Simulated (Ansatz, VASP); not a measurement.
SiC: VASP beside Ansatz

File POSCAR:

```
SiC
1.0
    0.0000000000      1.8270984227      1.8270984227
    1.8270984227      0.0000000000      1.8270984227
    1.8270984227      1.8270984227      0.0000000000
Si C
1 1
Direct
    0.0000000000      0.0000000000      0.0000000000
    0.5000000000      0.5000000000      0.5000000000
```

Contents of INCAR.step1:

```
ALGO = Normal
EDIFF = 1E-5
ENCUT = 520
GGA = PE
GGA_COMPAT = F
ISIF = 2
ISMEAR = 0
LASPH = T
LREAL = F
LWAVE = T
NBANDS = 11
NELM = 120
PREC = Accurate
SIGMA = 0.05
```

The input INCAR.step2:

```
AEXX = 0.25
ALGO = Normal
EDIFF = 1E-6
ENCUT = 520
GGA = PE
GGA_COMPAT = F
ISIF = 2
ISMEAR = 0
ISTART = 1
LASPH = T
LCHARG = T
LELF = T
LHFCALC = T
LREAL = F
LVHAR = T
LWAVE = F
NBANDS = 11
NELM = 120
PREC = Accurate
PRECFOCK = Normal
SIGMA = 0.05
```

File KPOINTS:

```
k-points
0
Gamma
  10 10 10
```

Input for Ansatz:

```yaml
crystal:
  lattice:
    - [0.0, 1.8270984227, 1.8270984227]
    - [1.8270984227, 0.0, 1.8270984227]
    - [1.8270984227, 1.8270984227, 0.0]
  atoms:
    - { symbol: Si, position: [0.0, 0.0, 0.0] }
    - { symbol: C, position: [0.5, 0.5, 0.5] }
scf:
  occupations: { method: gaussian, width: 0.05 }
output:
  forces: true
  stress: true
  eigenvalues: true
hamiltonian:
  xc: pbe0
basis:
  ecutwfc: 560
kpoints:
  mp_grid: { grid: [10, 10, 10] }
```

Alike in both runs: task single point; functional PBE0; k mesh 10 × 10 × 10; occupations gaussian, width 0.05 eV; no spin polarisation.

|  | VASP | Ansatz |
| --- | --- | --- |
| version | VASP 6.6.1 | Ansatz 0.2.0 |
| potentials or method | VASP PAW PBE potentials, release 64 (Si, C), cutoff 520 eV | scalar-relativistic, plane waves, PAW |
| valence electrons in the cell | 8 | 8 |

|  | VASP | Ansatz | Ansatz less VASP |
| --- | --- | --- | --- |
| gap on the k mesh at the Fermi level (eV) | 2.53 | 2.51 | -0.021 |
| least direct gap on the mesh (eV) | 8.68 | 8.65 | -0.037 |

Ansatz's warnings: stress exchange threshold loose, stress scf threshold loose.
